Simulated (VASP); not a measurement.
A run of VASP 6.6.1 is set up as follows.

INCAR

```
PREC     = Accurate       # precision mode
ENCUT    = 600            # plane-wave cutoff, eV
EDIFF    = 1E-7           # SCF threshold, eV
ISMEAR   = 0              # smearing method
SIGMA    = 0.05           # smearing width, eV
LREAL    = False          # projectors in reciprocal space
LASPH    = True           # aspherical terms in the spheres
NELM     = 100            # most SCF steps
ALGO     = Normal         # electronic algorithm
ISIF     = 3              # what is computed and relaxed
LWAVE    = False          # write WAVECAR
LCHARG   = False          # write CHGCAR
GGA      = PE             # functional
IBRION   = 2              # ionic algorithm
NSW      = 80             # ionic steps
EDIFFG   = -0.01          # ionic threshold
```

Contents of KPOINTS:

```
regular mesh
0
Gamma
  24 24 8
```

File POSCAR:

```
C
1.0
    2.4600000000      0.0000000000      0.0000000000
   -1.2300000000      2.1304224933      0.0000000000
    0.0000000000      0.0000000000      6.7000000000
C
4
Direct
    0.0000000000      0.0000000000      0.2500000000
    0.3333333333      0.6666666667      0.2500000000
    0.0000000000      0.0000000000      0.7500000000
    0.6666666667      0.3333333333      0.7500000000
```

Potentials or basis: VASP PAW PBE potentials, release 64 (C).

Command:

```console
$ cat potpaw_PBE.64/C/POTCAR > POTCAR
$ mpirun -np 1 vasp_std > vasp.out
```

**Question.** Predict the relaxed volume.

**Answer.** 10.39 Å³/atom.

**Question.** Predict the band gap on the k mesh.

**Answer.** Zero (filled and empty bands overlap).

**Question.** Estimate the relaxed cell.

**Answer.** a = 2.467 Å, b = 2.467 Å, c = 7.884 Å, α = 90.00°, β = 90.00°, γ = 120.00°.

**Question.** Predict the space group after relaxing (to 0.05 Å).

**Answer.** P6_3/mmc (No. 194).

Step by step:
| step | energy change (eV) | largest force (eV/Å) | pressure (GPa) | volume (Å³) |
| --- | --- | --- | --- | --- |
| 1 | 0.0000 | 0.0000 | 3.16 | 35.11 |
| 2 | 0.0009 | 0.0000 | -3.50 | 36.00 |
| 3 | -0.0041 | 0.0000 | -0.06 | 35.53 |
| 4 | -0.0117 | 0.0000 | -0.04 | 35.93 |
| 5 | -0.0290 | 0.0000 | 0.08 | 37.14 |
| 6 | -0.0467 | 0.0000 | 0.46 | 39.54 |
| 7 | -0.0394 | 0.0000 | 0.94 | 44.33 |
| 8 | -0.0503 | 0.0000 | 0.69 | 41.03 |
| 9 | -0.0504 | 0.0000 | 0.74 | 41.39 |
| 10 | -0.0232 | 0.0000 | -6.67 | 43.21 |
| 11 | -0.0507 | 0.0000 | -0.01 | 41.56 |

Caveat: the volume moved by over 15 % at a fixed basis, so the end points are rough; this functional lacks dispersion, which binds the layers, so the pressure and a relaxed spacing across them are unreliable.
